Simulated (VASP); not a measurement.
# C (P6_3/mmc) in VASP: a series of runs, part 2 of 2

VASP 6.6.1. The steps go on from the part before.

## Step 4: Single point, PBEsol (strained cell)

Contents of INCAR:

```
SYSTEM = C
PREC = Accurate
ENCUT = 1300
EDIFF = 1E-6
ISMEAR = 0
SIGMA = 0.02
LREAL = .False.
LASPH = .True.
NELM = 120
ALGO = Normal
ISIF = 2
LWAVE = .False.
LCHARG = .True.
GGA = PS
LELF = .True.
LVHAR = .True.
NBANDS = 16
GGA_COMPAT = .False.
```

Contents of KPOINTS:

```
Automatic mesh
0
Gamma
  9 9 6
  0 0 0
```

Contents of POSCAR:

```
C
1.0
    2.4981173483      0.0000000000      0.0000000000
   -1.2490586742      2.1634330853      0.0000000000
    0.0000000000      0.0000000000      4.2229976408
C
4
Direct
    0.3333333333      0.6666666667     -0.0002601248
    0.6666666667      0.3333333333      0.4997398752
    0.3333333333      0.6666666667      0.3742601248
    0.6666666667      0.3333333333      0.8742601248
```

Potentials or basis: VASP PAW PBE potentials, release 64 (C_h).

Command:

```bash
$ cat potpaw_PBE.64/C_h/POTCAR > POTCAR
$ mpirun -np 1 vasp_std > vasp.out
```

OUTCAR:

```text
SYSTEM = C
   PREC = Accurate
   ENCUT = 1300
   EDIFF = 1E-6
   ISMEAR = 0
   LREAL = .False.
   LASPH = .True.
   NELM = 120
   ISIF = 2
   GGA = PS

 ion  position               nearest neighbor table
   1  0.333  0.667  1.000-
   2  0.667  0.333  0.500-
   3  0.333  0.667  0.374-
   4  0.667  0.333  0.874-

  LATTYP: Found a hexagonal cell.
 ALAT       =     2.4981173483
 C/A-ratio  =     1.6904720844

  Lattice vectors:

 A1 = (   2.4981173483,   0.0000000000,   0.0000000000)
 A2 = (  -1.2490586742,   2.1634330853,   0.0000000000)
 A3 = (   0.0000000000,   0.0000000000,   4.2229976408)

Analysis of symmetry for initial positions (statically):
=====================================================================
 Subroutine PRICEL returns:
 Original cell was already a primitive cell.

 Routine SETGRP: Setting up the symmetry group for a
 hexagonal supercell.

 Subroutine GETGRP returns: Found 24 space group operations
 (whereof  6 operations were pure point group operations)
 out of a pool of 24 trial point group operations.

The static configuration has the point symmetry C_3v.
 The point group associated with its full space group is D_6h.

Analysis of symmetry for dynamics (positions and initial velocities):
=====================================================================
 Subroutine PRICEL returns:
 Original cell was already a primitive cell.

 Routine SETGRP: Setting up the symmetry group for a
 hexagonal supercell.

 Subroutine GETGRP returns: Found 24 space group operations
 (whereof  6 operations were pure point group operations)
[... 116 lines left out ...]
   TEBEG  =    0.0;   TEEND  =   0.0 temperature during run
   PSTRESS=    0.0 pullay stress
   NELECT =      16.0000    total number of electrons
   NUPDOWN=      -1.0000    fix difference up-down
   EMIN   =  10.00;   EMAX   =-10.00  energy-range for DOS
   EFERMI =   0.00;   METHOD = LEGACY
   ISMEAR =     0;   SIGMA  =   0.02  broadening in eV -4-tet -1-fermi 0-gaus
   EFERMI_NEDOS =   21; number of points for ismear=-14 and -15
   IALGO  =     38    algorithm
   IMIX   =      4    mixing-type and parameters
     AMIX     =   0.40;   BMIX     =  1.00
     AMIX_MAG =   1.60;   BMIX_MAG =  1.00
  volume/ion in A,a.u.               =       5.71        38.50
  Fermi-wavevector in a.u.,A,eV,Ry     =   1.454306  2.748240 28.776400  2.115006
  Thomas-Fermi vector in A             =   2.571472
   LORBIT       =      0    0 simple, 1 ext, 2 COOP (PROOUT), +10 PAW based schemes
   GGA     = PS    functional components
   LHFCALC =     F    Hartree Fock is set to
   AEXX    =    0.0000 exact exchange contribution
   IVDW    =     0    specifies the selected vdW correction
   LEPSILON=     F    determine dielectric tensor
   LRPA    =     F    only Hartree local field effects (RPA)
 non-spin polarized calculation
 Gauss-broadening in eV      SIGMA  =   0.02
  energy-cutoff  :     1300.00
  volume of cell :       22.82
 maximum number of plane-waves:      2467
 NGX is ok and might be reduce to    30
   NGX = 15   NGY = 15   NGZ = 25

 number of electron      16.0000000 magnetization

 Free energy of the ion-electron system (eV)
  ---------------------------------------------------
  ext. energy  EPLUGINS =         0.00000000
  ---------------------------------------------------
  free energy    TOTEN  =       -38.43919977 eV

  energy without entropy =      -38.43919977  energy(sigma->0) =      -38.43919977

 E-fermi :  11.2006     XC(G=0): -13.5384

 val. band max:       11.1008173963   @ k =   0.0000   0.0000   0.0000
 cond. band min:      14.1924423387   @ k =   0.3333   0.3333   0.0000
 fundamental gap:      3.0916249424
 Fermi energy:        11.2005657136

 k-point     1 :       0.0000    0.0000    0.0000
  band No.  band energies     occupation
      1     -10.6386      2.00000
      2      -5.2649      2.00000
      3      -2.5823      2.00000
      4       8.1854      2.00000
      5       8.1854      2.00000
      6      10.6158      2.00000
[... 433 lines left out ...]
      3       0.1500      2.00000
      4       0.5549      2.00000
      5       0.5549      2.00000
      6       3.4962      2.00000
[... 8 lines left out ...]
     15      26.6658      0.00000
     16      26.6658      0.00000

 [... further k-points ...]
[... 5 lines left out ...]
  --------------------------------------------------------------------------------------
  -------------------------------------------------------------------------------------
  Total        0.0384631      0.0384631     -2.6762930     -0.0000000     -0.0000000      0.0000000
  in kB        2.7000887      2.7000887   -187.8741773     -0.0000000     -0.0000000      0.0000000
  external PRESSURE =     -60.8246667 kB  Pullay stress =       0.0000000 kB

 VOLUME and BASIS-vectors are now :
 -----------------------------------------------------------------------------
  energy-cutoff  :     1300.00
  volume of cell :       22.82
      direct lattice vectors                 reciprocal lattice vectors
     2.498117348  0.000000000  0.000000000     0.400301451  0.231114151  0.000000000
    -1.249058674  2.163433085  0.000000000     0.000000000  0.462228301  0.000000000
     0.000000000  0.000000000  4.222997641     0.000000000  0.000000000  0.236798617

 POSITION                                       TOTAL-FORCE (eV/Angst)
 -----------------------------------------------------------------------------------
     -0.00000      1.44229      4.22190        -0.000000      0.000000      0.003226
      1.24906      0.72114      2.11040         0.000000     -0.000000      0.003226
     -0.00000      1.44229      1.58050         0.000000      0.000000     -0.003226
      1.24906      0.72114      3.69200         0.000000     -0.000000     -0.003226
 -----------------------------------------------------------------------------------
    total drift:                               -0.000000      0.000000      0.000001

  FREE ENERGIE OF THE ION-ELECTRON SYSTEM (eV)
  ---------------------------------------------------
  free  energy   TOTEN  =       -38.4391997688 eV

  energy  without entropy=      -38.4391997688  energy(sigma->0) =      -38.43919977
```

stdout:

```text
POSCAR found type information on POSCAR C
 POSCAR found :  1 types and       4 ions
 scaLAPACK will be used
 -----------------------------------------------------------------------------
|                                                                             |
|                                                                             |
|     You enforced a specific xc type in the INCAR file but a different       |
|     I HOPE YOU KNOW WHAT YOU ARE DOING!                                     |
|                                                                             |
 -----------------------------------------------------------------------------

 LDA part: xc-table for (Slater+PW92), standard interpolation
 POSCAR, INCAR and KPOINTS ok, starting setup
 FFT: planning ... GRIDC
 FFT: planning ... GRID_SOFT
 FFT: planning ... GRID
 WAVECAR not read
 entering main loop
```

It took 70 s on 1 thread of AMD EPYC 7R43 (Zen 3), shared host; peak memory 0.17 GiB.

Results:

| Quantity | Value |
| --- | --- |
| Free energy | -38.4392 eV |
| Pressure | -6.1 GPa |
| Largest force | 0.003 eV/Å |
| Band gap on the k mesh | 3.09 eV (least direct gap 4.85 eV) |

Forces in eV/Å, atoms in the order of the input:
```
C    0.000  0.000  0.003
C    0.000  0.000  0.003
C    0.000  0.000 -0.003
C    0.000  0.000 -0.003
```

Caveat: the cell differs from its parent crystal (strained cell); the stress differs along the axes, from -19 to 0 GPa; the PAW data sets were made with another functional, which shifts forces and pressure a little.
